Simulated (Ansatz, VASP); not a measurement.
**SrO in VASP and in Ansatz**

```
Sr O
1.0
     0.00000    2.56133    2.56133
     2.56133    0.00000    2.56133
     2.56133    2.56133    0.00000
Sr O
1 1
Direct
  0.00000 0.00000 0.00000
  0.50000 0.50000 0.50000
```

Alike in both runs: functional PBEsol; k mesh 10 × 10 × 10; occupations gaussian, width 0.02 eV; no spin polarisation.

Ansatz relaxed the structure, and its values are those at the end. VASP's run is a single point on that final structure, the one shown.

|  | VASP | Ansatz |
| --- | --- | --- |
| version | VASP 6.6.1 | Ansatz 0.2.0 |
| potentials or method | VASP PAW PBE potentials, release 64 (Sr_sv, O), cutoff 600 eV | scalar-relativistic, plane waves, PAW |
| valence electrons in the cell | 16 | 16 |

|  | VASP | Ansatz | Ansatz less VASP |
| --- | --- | --- | --- |
| gap on the k mesh at the Fermi level (eV) | 3.15 | 3.20 | +0.049 |
| least direct gap on the mesh (eV) | 3.23 | 3.27 | +0.039 |
| pressure (GPa) | 0.5 | 0.0 | -0.55 |

VASP's potentials were made for PBE, not for PBEsol, and Ansatz warns of the same on its side.
